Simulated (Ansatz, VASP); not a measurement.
One calculation of Rh, two programs

```
Rh
1.0
     2.71122    0.00000    0.00000
    -1.35561    2.34799    0.00000
     0.00000    0.00000   15.47711
Rh
7
Direct
  0.00000 0.00000 0.99961
  0.33333 0.66667 0.14231
  0.00000 0.00000 0.28646
  0.33333 0.66667 0.42857
  0.66667 0.33333 0.57068
  0.33333 0.66667 0.71483
  0.66667 0.33333 0.85753
```

Alike in both runs: functional PBE; k mesh 18 × 18 × 3; occupations gaussian, width 0.1 eV; no spin polarisation.

Ansatz relaxed the structure, and its values are those at the end. VASP's run is a single point on that final structure, the one shown.

|  | VASP | Ansatz |
| --- | --- | --- |
| version | VASP 6.6.1 | Ansatz 0.2.0 |
| potentials or method | VASP PAW PBE potentials, release 64 (Rh_pv), cutoff 520 eV | scalar-relativistic, plane waves, PAW |
| valence electrons in the cell | 105 | 119 |

|  | VASP | Ansatz | Ansatz less VASP |
| --- | --- | --- | --- |
| gap on the k mesh at the Fermi level (eV) | none | none | - |
| pressure (GPa) | 0.0 | 0.0 | -0.08 |

A gap of «none» marks a metal or a gap that the smearing closes. VASP's potentials hold 105 valence electrons a cell and Ansatz's 119, so a difference there can come from the potentials and not from the codes.
